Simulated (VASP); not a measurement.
A run of VASP 6.6.1 is set up as follows.

File INCAR:

```
SYSTEM = Ba
PREC = Accurate
ENCUT = 520
EDIFF = 1E-6
ISMEAR = 0
SIGMA = 0.15
LREAL = .FALSE.
LASPH = .TRUE.
NELM = 80
ALGO = Fast
ISIF = 2
LWAVE = .FALSE.
LCHARG = .TRUE.
GGA = PS
LELF = .TRUE.
LVHAR = .TRUE.
NBANDS = 11
```

The input KPOINTS:

```
Automatic mesh
0
G
  12 12 14
  0 0 0
```

Contents of POSCAR:

```
Ba
1.0
    3.9996500000      0.0000000000      0.0000000000
    0.0000000000      3.9996500000      0.0000000000
    0.0000000000      0.0000000000      3.4973728300
Ba
1
Direct
    0.5000000000      0.5000000000      0.5000000000
```

Potentials or basis: VASP PAW PBE potentials, release 64 (Ba_sv).

Command:

```bash
$ cat potpaw_PBE.64/Ba_sv/POTCAR > POTCAR
$ mpirun -np 1 vasp_std > vasp.out
```

Question: Predict the band gap on the k mesh.

Answer: Zero (band 5 reaches 2.08 eV, above the bottom of band 6 at 1.38 eV).

Question: Predict the pressure.

Answer: 0.3 GPa.

Stress tensor (GPa, compression positive):
```
-1.52  0.00  0.00
 0.00 -1.52  0.00
 0.00  0.00  3.86
```

Caveat: the cell differs from its parent crystal (strain +0.000 along x and y, -0.030 along z); the PAW data sets were made with another functional, which shifts forces and pressure a little; spin-orbit coupling is left out, which moves the levels of the heavy elements.
